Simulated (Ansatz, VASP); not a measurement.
GaAs: VASP beside Ansatz

```xyz
2
Lattice="0.0000 2.8292 2.8292 2.8292 0.0000 2.8292 2.8292 2.8292 0.0000" Properties=species:S:1:pos:R:3 pbc="T T T"
Ga    0.0000    0.0000    0.0000
As    4.2438    4.2438    4.2438
```

Alike in both runs: functional PBEsol; k mesh 14 × 14 × 14; occupations fermi-dirac, width 0.05 eV; no spin polarisation.

Ansatz relaxed the structure, and its values are those at the end. VASP's run is a single point on that final structure, the one shown.

```csv
,VASP,Ansatz
version,VASP 6.6.1,Ansatz 0.2.0
potentials or method,"VASP PAW PBE potentials, release 64 (Ga_d, As)","PAW with Ansatz's default frozen-core files, scalar-relativistic"
plane-wave cutoff (eV),520,420
valence electrons in the cell,18,28
```

```csv
,VASP,Ansatz,Ansatz less VASP
pressure (GPa),0.2,0.0,-0.16
```

VASP's potentials were made for PBE, not for PBEsol. VASP's potentials hold 18 valence electrons a cell and Ansatz's 28, so a difference there can come from the potentials and not from the codes.
